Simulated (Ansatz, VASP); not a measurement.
# ZnSn2N2 in VASP and in Ansatz

```
Zn Sn N
1.0
     3.26630    0.00000    0.00000
    -1.63315    2.82870    0.00000
     0.00000    0.00000    9.02062
Zn Sn N
1 2 2
Cartesian
  0.0000 0.0000 0.0000
  1.6331 0.9429 2.6098
  0.0000 1.8858 6.4108
  0.0000 1.8858 1.3235
  1.6331 0.9429 7.6971
```

Alike in both runs: functional PBE; k mesh 12 × 12 × 4; occupations gaussian, width 0.02 eV; no spin polarisation.

Ansatz relaxed the structure, and its values are those at the end. VASP's run is a single point on that final structure, the one shown.

|  | VASP | Ansatz |
| --- | --- | --- |
| version | VASP 6.6.1 | Ansatz 0.2.0 |
| potentials or method | VASP PAW PBE potentials, release 64 (Zn, Sn_d, N), cutoff 520 eV | scalar-relativistic, plane waves, PAW |
| valence electrons in the cell | 50 | 50 |

```tsv
	VASP	Ansatz	Ansatz less VASP
gap on the k mesh at the Fermi level (eV)	0.22	0.22	+0.006
least direct gap on the mesh (eV)	0.59	0.60	+0.012
pressure (GPa)	0.2	0.0	-0.17
rms of the force components (eV/Å)	0.014	0.001	-0.0135
```
